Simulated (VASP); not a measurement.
# Sb (P6_3/mmc) in VASP: further runs

Sb is run at these levels: PBE0, LDA, PBEsol-based global hybrid; tasks: single point, relaxation of cell and atoms.

All numbers are computed with VASP 6.6.1; they aren't measurements. Logs are shortened: lines on timing, memory, paths and dates and some standing lists are left out, and cuts for length are marked.

### Step 1. The cell of the first run

Symmetry: P6_3/mmc, No. 194, hexagonal system. Conventional cell: a = 3.355 Å, b = 3.355 Å, c = 5.470 Å, α = 90.00°, β = 90.00°, γ = 120.00°. Sb (site symmetry -6m2) has 12 Sb at 3.35 Å within 4.4 Å.

### Step 2. Single point, PBE0

File POSCAR:

```
Sb
1.0
    3.3545324186      0.0000000000      0.0000000000
   -1.6772662093      2.9051102923      0.0000000000
    0.0000000000      0.0000000000      5.4701606500
Sb
2
Direct
    0.6666666667      0.3333333333      0.7500000000
    0.3333333333      0.6666666667      0.2500000000
```

File INCAR.step1:

```
SYSTEM = Sb
ALGO     = Normal         ! electronic algorithm
EDIFF    = 1E-5           ! SCF threshold, eV
ENCUT    = 520            ! plane-wave cutoff, eV
GGA      = PE             ! functional
ISIF     = 2              ! what is computed and relaxed
ISMEAR   = -1             ! smearing method
LASPH    = .True.         ! aspherical terms in the spheres
LCHARG   = .False.        ! write CHGCAR
LREAL    = .False.        ! projectors in reciprocal space
LWAVE    = .True.         ! write WAVECAR
NBANDS   = 12             ! bands
NELM     = 80             ! most SCF steps
PREC     = Accurate       ! precision mode
SIGMA    = 0.05           ! smearing width, eV
```

File INCAR.step2:

```
SYSTEM = Sb
AEXX     = 0.25           ! exact-exchange fraction
ALGO     = Normal         ! electronic algorithm
EDIFF    = 1E-6           ! SCF threshold, eV
ENCUT    = 520            ! plane-wave cutoff, eV
GGA      = PE             ! functional
ISIF     = 2              ! what is computed and relaxed
ISMEAR   = -1             ! smearing method
ISTART   = 1            
LASPH    = .True.         ! aspherical terms in the spheres
LCHARG   = .False.        ! write CHGCAR
LHFCALC  = .True.         ! exact exchange
LREAL    = .False.        ! projectors in reciprocal space
LWAVE    = .False.        ! write WAVECAR
NBANDS   = 12             ! bands
NELM     = 80             ! most SCF steps
PREC     = Accurate       ! precision mode
PRECFOCK = Normal       
SIGMA    = 0.05           ! smearing width, eV
```

File KPOINTS:

```
k-points
0
Gamma
  6 6 4
  0 0 0
```

Potentials or basis: VASP PAW PBE potentials, release 64 (Sb).

Launch:

```
> cat potpaw_PBE.64/Sb/POTCAR > POTCAR
> cp INCAR.step1 INCAR
> mpirun -np 1 vasp_std > vasp.out
> cp INCAR.step2 INCAR
> mpirun -np 1 vasp_std > vasp.out
```

OUTCAR:

```text
SYSTEM = Sb
   AEXX = 0.25
   EDIFF = 1E-6
   ENCUT = 520
   GGA = PE
   ISIF = 2
   ISMEAR = -1
   ISTART = 1
   LASPH = .True.
   LHFCALC = .True.
   LREAL = .False.
   NELM = 80
   PREC = Accurate
   PRECFOCK = Normal

 ion  position               nearest neighbor table
   1  0.667  0.333  0.750-   2 3.35   2 3.35   2 3.35   2 3.35   2 3.35   2 3.35
   2  0.333  0.667  0.250-   1 3.35   1 3.35   1 3.35   1 3.35   1 3.35   1 3.35

  LATTYP: Found a hexagonal cell.
 ALAT       =     3.3545324186
 C/A-ratio  =     1.6306775334

  Lattice vectors:

 A1 = (   3.3545324186,   0.0000000000,   0.0000000000)
 A2 = (  -1.6772662093,   2.9051102923,   0.0000000000)
 A3 = (   0.0000000000,   0.0000000000,   5.4701606500)

Analysis of symmetry for initial positions (statically):
=====================================================================
 Subroutine PRICEL returns:
 Original cell was already a primitive cell.

 Routine SETGRP: Setting up the symmetry group for a
 hexagonal supercell.

 Subroutine GETGRP returns: Found 24 space group operations
 (whereof 12 operations were pure point group operations)
 out of a pool of 24 trial point group operations.

The static configuration has the point symmetry D_3d.
 The point group associated with its full space group is D_6h.

Analysis of symmetry for dynamics (positions and initial velocities):
=====================================================================
 Subroutine PRICEL returns:
 Original cell was already a primitive cell.

 Routine SETGRP: Setting up the symmetry group for a
 hexagonal supercell.

 Subroutine GETGRP returns: Found 24 space group operations
 (whereof 12 operations were pure point group operations)
 out of a pool of 24 trial point group operations.

The dynamic configuration has the point symmetry D_3d.
 The point group associated with its full space group is D_6h.

 Subroutine INISYM returns: Found 24 space group operations
 (whereof 12 operations are pure point group operations),
 and found     1 'primitive' translations

----------------------------------------------------------------------------------------

                                     Primitive cell

  volume of cell :      53.3083

  direct lattice vectors                    reciprocal lattice vectors
     3.354532419  0.000000000  0.000000000     0.298104139  0.172110505  0.000000000
    -1.677266209  2.905110292  0.000000000     0.000000000  0.344221010  0.000000000
     0.000000000  0.000000000  5.470160650     0.000000000  0.000000000  0.182809987

  length of vectors
     3.354532419  3.354532419  5.470160650     0.344221010  0.344221010  0.182809987

  position of ions in fractional coordinates (direct lattice)
     0.666666667  0.333333333  0.750000000
     0.333333333  0.666666667  0.250000000

  ion indices of the primitive-cell ions
   primitive index   ion index
                 1           1
                 2           2

----------------------------------------------------------------------------------------

 KPOINTS: k-points

Automatic generation of k-mesh.
 Grid dimensions read from file:
 generate k-points for:    6    6    4

 Generating k-lattice:

  Cartesian coordinates                     Fractional coordinates (reciprocal lattice)
     0.049684023  0.028685084  0.000000000     0.166666667  0.000000000  0.000000000
     0.000000000  0.057370168  0.000000000     0.000000000  0.166666667  0.000000000
     0.000000000  0.000000000  0.045702497     0.000000000  0.000000000  0.250000000

  Length of vectors
     0.057370168  0.057370168  0.045702497

  Shift w.r.t. Gamma in fractional coordinates (k-lattice)
     0.000000000  0.000000000  0.000000000

 Subroutine IBZKPT returns following result:
 ===========================================

 Found     21 irreducible k-points:

 Following reciprocal coordinates:
            Coordinates               Weight
  0.000000  0.000000  0.000000      1.000000
  0.166667  0.000000  0.000000      6.000000
  0.333333  0.000000  0.000000      6.000000
  0.500000  0.000000  0.000000      3.000000
  0.166667  0.166667  0.000000      6.000000
  0.333333  0.166667  0.000000     12.000000
[... 13 lines left out ...]
  0.333333  0.166667  0.500000     12.000000
  0.333333  0.333333  0.500000      2.000000
   k-points           NKPTS =     21   k-points in BZ     NKDIM =    144   number of bands    NBANDS=     12
   number of dos      NEDOS =    301   number of ions     NIONS =      2
   total plane-waves  NPLWV =  32928
   dimension x,y,z NGX =    28 NGY =   28 NGZ =   42
   dimension x,y,z NGXF=    56 NGYF=   56 NGZF=   84
   ions per type =               2
   NGX,Y,Z   is equivalent  to a cutoff of  13.88, 13.88, 12.76 a.u.
   NGXF,Y,Z  is equivalent  to a cutoff of  27.75, 27.75, 25.53 a.u.
 SYSTEM =  Sb
   PREC   = accura    normal or accurate (medium, high low for compatibility)
   ISTART =      1    job   : 0-new  1-cont  2-samecut
   ICHARG =      0    charge: 1-file 2-atom 10-const
   ISPIN  =      1    spin polarized calculation?
   LNONCOLLINEAR =      F non collinear calculations
   LSORBIT =      F    spin-orbit coupling
   LASPH  =      T    aspherical Exc in radial PAW
   ENCUT  =  520.0 eV  38.22 Ry    6.18 a.u.   6.24  6.24 10.17*2*pi/ulx,y,z
   NELM   =     80;   NELMIN=  2; NELMDL=  0     # of ELM steps
   EDIFF  = 0.1E-05   stopping-criterion for ELM
   LREAL  =      F    real-space projection
   EDIFFG = 0.1E-04   stopping-criterion for IOM
   NSW    =      0    number of steps for IOM
   IBRION =     -1    ionic relax: 0-MD 1-quasi-New 2-CG
   NFREE  =      0    steps in history (QN), initial steepest desc. (CG)
   ISIF   =      2    stress and relaxation
   ISYM   =      3    0-nonsym 1-usesym 2-fastsym
   POTIM  = 0.5000    time-step for ionic-motion
   TEBEG  =    0.0;   TEEND  =   0.0 temperature during run
   PSTRESS=    0.0 pullay stress
   NELECT =      10.0000    total number of electrons
   NUPDOWN=      -1.0000    fix difference up-down
   EMIN   =  10.00;   EMAX   =-10.00  energy-range for DOS
   EFERMI =   0.00;   METHOD = LEGACY
   ISMEAR =    -1;   SIGMA  =   0.05  broadening in eV -4-tet -1-fermi 0-gaus
   EFERMI_NEDOS =   21; number of points for ismear=-14 and -15
   IALGO  =     38    algorithm
   IMIX   =      1    mixing-type and parameters
     AMIX     =   0.40;   BMIX     =  1.00
     AMIX_MAG =   1.60;   BMIX_MAG =  1.00
  volume/ion in A,a.u.               =      26.65       179.87
  Fermi-wavevector in a.u.,A,eV,Ry     =   0.937152  1.770960 11.949364  0.878253
  Thomas-Fermi vector in A             =   2.064234
   LORBIT       =      0    0 simple, 1 ext, 2 COOP (PROOUT), +10 PAW based schemes
   GGA     = PE    functional components
   LHFCALC =     T    Hartree Fock is set to
   PRECFOCK=normal    Normal, Fast or Accurate (Low or Medium for compatibility)
   ENCUT4O =  -1.0   cutoff for four orbital integrals eV
   NKREDX  =     1    reduce k-point grid by
   NKREDY  =     1    reduce k-point grid by
   NKREDZ  =     1    reduce k-point grid by
   AEXX    =    0.2500 exact exchange contribution
   HFSCREEN=    0.0000 screening length (either q_TF or 0.3 A-1)
   HFSCREENC=   0.0000 screening length for correlation (either q_TF or 0.3 A-1)
   ENCUTFOCK=  -1.0 apply spherical cutoff to Coloumb kernel
   IVDW    =     0    specifies the selected vdW correction
   LEPSILON=     F    determine dielectric tensor
   LRPA    =     F    only Hartree local field effects (RPA)
 non-spin polarized calculation
  energy-cutoff  :      520.00
  volume of cell :       53.31
 maximum number of plane-waves:      1454
 NGX is ok and might be reduce to    28
  NGX = 20; NGY = 20; NGZ = 32

 number of electron      10.0000000 magnetization

 Free energy of the ion-electron system (eV)
  ---------------------------------------------------
  ext. energy  EPLUGINS =         0.00000000
  ---------------------------------------------------
  free energy    TOTEN  =       -10.60950695 eV

  energy without entropy =      -10.60688557  energy(sigma->0) =      -10.60819626

 E-fermi :   8.9333     XC(G=0):  -8.1323

 val. band max:        8.1959668270   @ k =   0.5000   0.0000   0.0000
 cond. band min:       9.0599803472   @ k =   0.1667   0.1667   0.5000
 fundamental gap:      0.8640135202
 Fermi energy:         8.9332730287

 k-point     1 :       0.0000    0.0000    0.0000
  band No.  band energies     occupation
      1      -6.4189      2.00000
      2      -2.1231      2.00000
      3       1.3759      2.00000
      4      13.0597      0.00000
      5      13.0597      0.00000
      6      14.8359      0.00000
      7      14.8359      0.00000
      8      15.1180      0.00000
      9      17.2773      0.00000
     10      18.5549      0.00000
     11      19.5846      0.00000
     12      19.5846      0.00000

 k-point     2 :       0.1667    0.0000    0.0000
  band No.  band energies     occupation
      1      -5.8766      2.00000
      2      -1.6424      2.00000
      3       1.9645      2.00000
      4       9.1324      0.03658
      5      11.5372      0.00000
      6      12.3419      0.00000
      7      14.3426      0.00000
      8      14.7550      0.00000
      9      16.2027      0.00000
     10      18.6634      0.00000
     11      19.4338      0.00000
     12      20.0952      0.00000

 k-point     3 :       0.3333    0.0000    0.0000
  band No.  band energies     occupation
      1      -4.2800      2.00000
      2      -0.4626      2.00000
      3       3.6609      2.00000
      4       4.0174      2.00000
      5       7.6062      2.00000
      6       9.8921      0.00000
      7      11.2607      0.00000
      8      13.6414      0.00000
      9      14.2404      0.00000
     10      17.5005      0.00000
     11      18.5054      0.00000
     12      19.0527      0.00000
[... 241 lines left out ...]
 k-point    20 :       0.3333    0.1667    0.5000
  band No.  band energies     occupation
      1      -1.6094      2.00000
      2      -1.6094      2.00000
      3       3.1880      2.00000
      4       3.1880      2.00000
      5       7.1372      2.00000
      6       7.1372      2.00000
      7      11.5455      0.00000
      8      11.5455      0.00000
      9      16.6691      0.00000
     10      16.6691      0.00000
     11      18.2974      0.00000
     12      18.2974      0.00000

 k-point    21 :       0.3333    0.3333    0.5000
  band No.  band energies     occupation
      1      -0.5710      2.00000
      2      -0.5710      2.00000
      3       3.2077      2.00000
      4       3.2077      2.00000
      5       4.4058      2.00000
      6       4.4058      2.00000
      7      12.3756      0.00000
      8      12.3756      0.00000
      9      16.9382      0.00000
     10      16.9382      0.00000
     11      17.4789      0.00000
     12      17.4789      0.00000

------------------------ aborting loop because EDIFF is reached ----------------------------------------

  FORCE on cell =-STRESS in cart. coord.  units (eV):
  Direction    XX          YY          ZZ          XY          YZ          ZX
  --------------------------------------------------------------------------------------
  -------------------------------------------------------------------------------------
  Total       -1.2892537     -1.2892537      0.8333925      0.0000000     -0.0000000      0.0000000
  in kB      -38.7484431    -38.7484431     25.0475629      0.0000000     -0.0000000      0.0000000
  external PRESSURE =     -17.4831078 kB  Pullay stress =       0.0000000 kB

 VOLUME and BASIS-vectors are now :
 -----------------------------------------------------------------------------
  energy-cutoff  :      520.00
  volume of cell :       53.31
      direct lattice vectors                 reciprocal lattice vectors
     3.354532419  0.000000000  0.000000000     0.298104139  0.172110505  0.000000000
    -1.677266209  2.905110292  0.000000000     0.000000000  0.344221010  0.000000000
     0.000000000  0.000000000  5.470160650     0.000000000  0.000000000  0.182809987

 POSITION                                       TOTAL-FORCE (eV/Angst)
 -----------------------------------------------------------------------------------
      1.67727      0.96837      4.10262         0.000000     -0.000000     -0.000000
     -0.00000      1.93674      1.36754        -0.000000      0.000000      0.000000
 -----------------------------------------------------------------------------------
    total drift:                                0.000000      0.000000     -0.000000

  FREE ENERGIE OF THE ION-ELECTRON SYSTEM (eV)
  ---------------------------------------------------
  free  energy   TOTEN  =       -10.6095069516 eV

  energy  without entropy=      -10.6068855661  energy(sigma->0) =      -10.60819626
```

Wall time 17 min (1 thread of Intel Xeon Platinum 8488C (Sapphire Rapids), shared host); peak memory 0.19 GiB.

Results:

```
Free energy            : -10.6095 eV
Pressure               : -1.7 GPa
Band gap on the k mesh : zero (band 5 reaches 13.95 eV, above the bottom of band 6 at 4.41 eV)
```

Stress tensor (GPa, compression positive):
```
-3.87  0.00  0.00
 0.00 -3.87  0.00
 0.00  0.00  2.50
```

Caveat: the k points lie up to 0.36 Å⁻¹ apart; the PAW data sets were made with another functional, which shifts forces and pressure a little; spin-orbit coupling is left out, which moves the levels of the heavy elements.

### Step 3. Relaxation of cell and atoms, LDA

File INCAR:

```
SYSTEM = Sb
PREC = Accurate
ENCUT = 500
EDIFF = 1E-7
ISMEAR = -1
SIGMA = 0.05
LREAL = .FALSE.
LASPH = .TRUE.
NELM = 120
ALGO = Normal
ISIF = 3
LWAVE = .FALSE.
LCHARG = .FALSE.
GGA = CA
IBRION = 2
NSW = 60
EDIFFG = -0.01
GGA_COMPAT = .FALSE.
NELMIN = 4
```

File KPOINTS:

```
regular mesh
0
G
  9 9 5
  0 0 0
```

POSCAR is that of step 2.

Potentials or basis: VASP PAW LDA potentials, release 64 (Sb_d_GW).

Launch:

```
> cat potpaw_LDA.64/Sb_d_GW/POTCAR > POTCAR
> mpirun -np 1 vasp_std > vasp.out
```

Run time: 46 s. Hardware: 1 thread of AMD EPYC 9R45 (Zen 5), shared host; peak memory 0.15 GiB.

It converged, with:

```yaml
Free_energy: -9.1640 eV
Relaxed_volume: 25.54 Å³/atom
Relaxed_cell: a = 3.309 Å, b = 3.309 Å, c = 5.386 Å, α = 90.00°, β = 90.00°, γ = 120.00°
Space_group_after_relaxing_to_0.05_Å: P6_3/mmc (No. 194)
Energy_gained_by_relaxing: 9.7 meV/atom
Ionic_steps: 3
Pressure_after_relaxing: 0.0 GPa
Band_gap_on_the_k_mesh: zero (band 15 reaches 11.06 eV, above the bottom of band 16 at 3.87 eV)
```

Stress tensor (GPa, compression positive):
```
 0.02  0.00  0.00
 0.00  0.02  0.00
 0.00  0.00 -0.06
```

The path:
```csv
step,energy change (eV),largest force (eV/Å),pressure (GPa),volume (Å³)
1,0.0000,0.0000,-2.69,53.31
2,-0.0135,0.0000,1.66,49.93
3,-0.0195,0.0000,-0.01,51.09
```

Final structure:
```xyz
2
Lattice="3.3094 0.0000 0.0000 -1.6547 2.8660 0.0000 0.0000 0.0000 5.3861" Properties=species:S:1:pos:R:3 pbc="T T T"
Sb    1.6547    0.9553    4.0396
Sb    0.0000    1.9107    1.3465
```

Levels at points of the mesh, in eV from the Fermi level:
| k point | band 13 | band 14 | band 15 | band 16 | band 17 | band 18 |
| --- | --- | --- | --- | --- | --- | --- |
| (0.00, 0.00, 0.00) | -6.03 | 3.81 | 3.81 | 5.54 | 5.54 | 5.84 |

Caveat: spin-orbit coupling is left out, which moves the levels of the heavy elements.

(Continued in part 2 of 2.)
